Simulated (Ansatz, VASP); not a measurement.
## TaGe2N3 in VASP and in Ansatz

Contents of INCAR:

```
PREC = Accurate
ENCUT = 700
EDIFF = 1E-6
ISMEAR = 0
SIGMA = 0.1
LREAL = False
LASPH = True
NELM = 120
ALGO = Normal
ISIF = 2
LWAVE = False
LCHARG = False
GGA = PE
NBANDS = 37
GGA_COMPAT = False
```

File KPOINTS:

```
regular mesh
0
Gamma
  6 6 4
```

File POSCAR:

```
TaGe2N3
1.0
    5.1749186300      0.0000000000      0.0000000000
   -2.5874593100      4.4816109900      0.0000000000
    0.0000000000      0.0000000000      3.9404608000
Ta Ge N
1 2 3
Direct
    0.0000000000      0.0000000000      0.0000000000
    0.3333333300      0.6666666700      0.0000000000
    0.6666666700      0.3333333300      0.0000000000
    0.3333333300      0.6666666700      0.5000000000
    0.6666666700      0.3333333300      0.5000000000
    0.0000000000      0.0000000000      0.5000000000
```

Input for Ansatz:

```yaml
crystal:
  lattice:
    - [5.17491863, 0.0, 0.0]
    - [-2.58745931, 4.48161099, 0.0]
    - [0.0, 0.0, 3.9404608]
  atoms:
    - { symbol: Ta, position: [0.0, 0.0, 0.0] }
    - { symbol: Ge, position: [0.33333333, 0.66666667, 0.0] }
    - { symbol: Ge, position: [0.66666667, 0.33333333, 0.0] }
    - { symbol: "N", position: [0.33333333, 0.66666667, 0.5] }
    - { symbol: "N", position: [0.66666667, 0.33333333, 0.5] }
    - { symbol: "N", position: [0.0, 0.0, 0.5] }
basis:
  ecutwfc: 420
kpoints:
  mp_grid: { grid: [6, 6, 4] }
hamiltonian:
  xc: pbe
scf:
  occupations: { method: gaussian, width: 0.1 }
  lower_state_search: "off"
output:
  forces: true
  stress: true
  eigenvalues: true
```

Alike in both runs: task single point; functional PBE; k mesh 6 × 6 × 4; occupations gaussian, width 0.1 eV; no spin polarisation.

|  | VASP | Ansatz |
| --- | --- | --- |
| version | VASP 6.6.1 | Ansatz 0.2.0 |
| potentials or method | VASP PAW PBE potentials, release 64 (Ta_sv_GW, Ge_d, N), cutoff 700 eV | scalar-relativistic, plane waves, PAW |
| valence electrons in the cell | 56 | 56 |

VASP gave:

- gap on the k mesh at the Fermi level (eV): none
- pressure (GPa): -6.3
- traceless stress, the component that is largest in VASP (GPa): -6.56

Problem. Which values does Ansatz return?

Solution. gap on the k mesh at the Fermi level (eV): none; pressure (GPa): -6.1; traceless stress, the component that is largest in VASP (GPa): -6.68.

A gap of «none» marks a metal or a gap that the smearing closes.

The k mesh is coarse, so the values compare programs but aren't converged. Neither program's run includes spin-orbit coupling.
